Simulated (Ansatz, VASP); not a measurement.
## Two plane-wave programs on Al

```
Al
1.0
     2.81246    0.00000    0.00000
    -1.40623    2.43566    0.00000
     0.00000    0.00000    4.86685
Al
2
Cartesian
  0.0000 1.6238 1.2167
  1.4062 0.8119 3.6501
```

Alike in both runs: task single point; functional HF; k mesh 6 × 6 × 3; occupations fermi-dirac, width 0.05 eV; no spin polarisation.

|  | VASP | Ansatz |
| --- | --- | --- |
| version | VASP 6.6.1 | Ansatz 0.2.0 |
| potentials or method | VASP PAW PBE potentials, release 64 (Al) | Ansatz PAW |
| plane-wave cutoff (eV) | 520 | 420 |
| valence electrons in the cell | 6 | 6 |

|  | VASP | Ansatz | Ansatz less VASP |
| --- | --- | --- | --- |
| gap on the k mesh at the Fermi level (eV) | none | none | - |
| pressure (GPa) | 14.7 | 7.6 | -7.13 |
| traceless stress, the component that is largest in VASP (GPa) | -3.93 | -6.94 | -3.014 |

VASP's potentials were made for PBE, not for HF. A gap of «none» marks a metal or a gap that the smearing closes.

The k mesh is coarse, so the values compare programs but aren't converged.
